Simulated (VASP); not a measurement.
Wanted: the native input for a VASP 6.6.1 run.

```
Task                   : electric field gradients
Functional             : r2SCAN
Potentials or basis    : VASP PAW PBE potentials, release 64 (Au)
Cutoff                 : 520 eV
k mesh                 : 18 × 18 × 10
Occupations            : fermi-dirac, width 0.05 eV
Spin                   : no spin polarisation
Dipole correction      : no
Further INCAR settings : ALGO = Normal; EDIFF = 1e-08; NBANDS = 18
```

Au:

```
Au
1.0
     2.90000    0.00000    0.00000
    -1.45000    2.51147    0.00000
     0.00000    0.00000    4.88000
Au
2
Direct
  0.33333 0.66667 0.75000
  0.66667 0.33333 0.25000
```

This isn't the form of Au at room conditions, which is fcc.

One way to write it, as run:

POSCAR

```
Au
1.0
    2.9000000000      0.0000000000      0.0000000000
   -1.4500000000      2.5114736710      0.0000000000
    0.0000000000      0.0000000000      4.8800000000
Au
2
Direct
    0.3333333333      0.6666666667      0.7500000000
    0.6666666667      0.3333333333      0.2500000000
```

INCAR.step1

```
ALGO     = Normal         # electronic algorithm
EDIFF    = 1E-4           # SCF threshold, eV
ENCUT    = 520            # plane-wave cutoff, eV
GGA      = PE             # functional
ISMEAR   = -1             # smearing method
LASPH    = True           # aspherical terms in the spheres
LCHARG   = False          # write CHGCAR
LREAL    = False          # projectors in reciprocal space
LWAVE    = True           # write WAVECAR
NBANDS   = 18             # bands
NELM     = 100            # most SCF steps
PREC     = Accurate       # precision mode
SIGMA    = 0.05           # smearing width, eV
```

INCAR.step2

```
ALGO     = Normal         # electronic algorithm
EDIFF    = 1E-8           # SCF threshold, eV
ENCUT    = 520            # plane-wave cutoff, eV
ISIF     = 2              # what is computed and relaxed
ISMEAR   = -1             # smearing method
ISTART   = 1            
LASPH    = True           # aspherical terms in the spheres
LCHARG   = False          # write CHGCAR
LEFG     = True         
LMIXTAU  = True         
LREAL    = False          # projectors in reciprocal space
LWAVE    = False          # write WAVECAR
METAGGA  = R2SCAN         # meta-GGA
NBANDS   = 18             # bands
NELM     = 100            # most SCF steps
PREC     = Accurate       # precision mode
SIGMA    = 0.05           # smearing width, eV
```

KPOINTS

```
k-points
0
Gamma
  18 18 10
```

Potentials or basis: VASP PAW PBE potentials, release 64 (Au).

Launch:

```sh
$ cat potpaw_PBE.64/Au/POTCAR > POTCAR
$ cp INCAR.step1 INCAR
$ mpirun -np 1 vasp_std > vasp.out
$ cp INCAR.step2 INCAR
$ mpirun -np 1 vasp_std > vasp.out
```

Results of the run:

```yaml
Pressure: -1.2 GPa
Band_gap_on_the_k_mesh: zero (bands 11 and 12 overlap by 7.08 eV)
Largest_electric_field_gradient_by_atom: Au +22.1 V/Å²
```

Caveat: without QUAD_EFG the Cq values of the log hold for a quadrupole moment of 1 mb, not for the nuclei; the PAW data sets were made with another functional, which shifts forces and pressure a little; spin-orbit coupling is left out, which moves the levels of the heavy elements.

Wall time 11 min on 1 thread of Intel Xeon 8259CL, with other jobs on the host, peak memory 0.25 GiB.
